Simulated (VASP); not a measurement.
Wanted: the native input for a VASP 6.6.1 run.

```yaml
Task: single point
Functional: PBEsol
Potentials_or_basis: VASP PAW PBE potentials, release 64 (Nb_sv)
Cutoff: 520 eV
k_mesh: 20 × 20 × 20
Occupations: gaussian, width 0.15 eV
Spin: no spin polarisation
Dipole_correction: no
Further_INCAR_settings: ALGO = Normal; EDIFF = 1e-06; NBANDS = 12
```

The structure of Nb lies in POSCAR:

```
Nb
1.0
    0.0000000000      1.9458000000      2.1996000000
    1.9458000000      0.0000000000      2.1996000000
    1.9458000000      1.9458000000      0.0000000000
Nb
1
Direct
    0.0000000000      0.0000000000      0.0000000000
```

This cell differs from its parent crystal: strain -0.080 along x and y, +0.040 along z.

One way to write it, as run:

INCAR

```
SYSTEM = Nb
PREC = Accurate ; ENCUT = 520
EDIFF = 1E-6 ; ISMEAR = 0
SIGMA = 0.15 ; LREAL = .False.
LASPH = .True. ; NELM = 80
ALGO = Normal ; ISIF = 2
LWAVE = .False. ; LCHARG = .True.
GGA = PS ; LELF = .True.
LVHAR = .True. ; NBANDS = 12
```

KPOINTS

```
Automatic mesh
0
Gamma
  20 20 20
  0 0 0
```

Potentials or basis: VASP PAW PBE potentials, release 64 (Nb_sv).

The run is started by

```sh
$ cat potpaw_PBE.64/Nb_sv/POTCAR > POTCAR
$ mpirun -np 1 vasp_std > vasp.out
```

Results of the run:

```
Pressure               : 14.8 GPa
Band gap on the k mesh : zero (an odd number of electrons rules out a gap without spin polarisation)
```

Caveat: the cell differs from its parent crystal (strain -0.080 along x and y, +0.040 along z); the cell stands under pressure; the PAW data sets were made with another functional, which shifts forces and pressure a little.

Wall time 83 s on 1 thread of Intel Xeon 8259CL (shared host), peak memory 0.24 GiB.
